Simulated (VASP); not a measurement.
Set up this calculation in VASP 6.6.1, as the native input.

| Property | Result |
| --- | --- |
| Task | single point |
| Functional | LDA |
| Potentials or basis | VASP PAW LDA potentials, release 64 (Tc_pv, Re) |
| Cutoff | 520 eV |
| k mesh | 7 × 7 × 1 |
| Occupations | fermi-dirac, width 0.1 eV |
| Spin | no spin polarisation |
| Dipole correction | yes |
| Further INCAR settings | ALGO = Normal; EDIFF = 1e-06; NBANDS = 28; NELMDL = -8 |

The structure of ReTc lies in POSCAR:

```
ReTc
1.0
    2.7492990000      0.0000000000      0.0000000000
   -1.3746500000      2.3809630000      0.0000000000
    0.0000000000      0.0000000000     18.6604005000
Tc Re
2 2
Direct
    0.0000000000      0.0000000000      0.3215365072
    0.0000000000      0.0000000000      0.5594878309
    0.3333333333      0.6666666667      0.4405121691
    0.3333333333      0.6666666667      0.6784634928
```

The input as run:

INCAR

```
  PREC = Accurate
  ENCUT = 520
  EDIFF = 1E-6
  ISMEAR = -1
  SIGMA = 0.1
  LREAL = F
  LASPH = T
  NELM = 120
  ALGO = Normal
  ISIF = 2
  LWAVE = F
  LCHARG = T
  LDIPOL = T
  IDIPOL = 3
  DIPOL = 0.5 0.5 0.500
  LELF = T
  LVHAR = T
  LVACPOTAV = T
  NBANDS = 28
  GGA_COMPAT = F
  NELMDL = -8
```

KPOINTS

```
Automatic mesh
0
Gamma
  7 7 1
```

Potentials or basis: VASP PAW LDA potentials, release 64 (Tc_pv, Re).

Launch:

```console
$ cat potpaw_LDA.64/Tc_pv/POTCAR potpaw_LDA.64/Re/POTCAR > POTCAR
$ mpirun -np 1 vasp_std > vasp.out
```

It gave:

```json
{
  "Largest force": "1.818 eV/Å",
  "Band gap on the k mesh": "zero (bands 20 and 21 overlap by 2.32 eV)"
}
```

Caveat: the k points lie up to 0.38 Å⁻¹ apart, too coarse for converged energies and pressures of a metal; spin-orbit coupling is left out, which moves the levels of the heavy elements.

Wall time 92 s on 1 thread of AMD EPYC 7R43 64-Core Processor (Zen 3), on a shared host, peak memory 0.15 GiB.
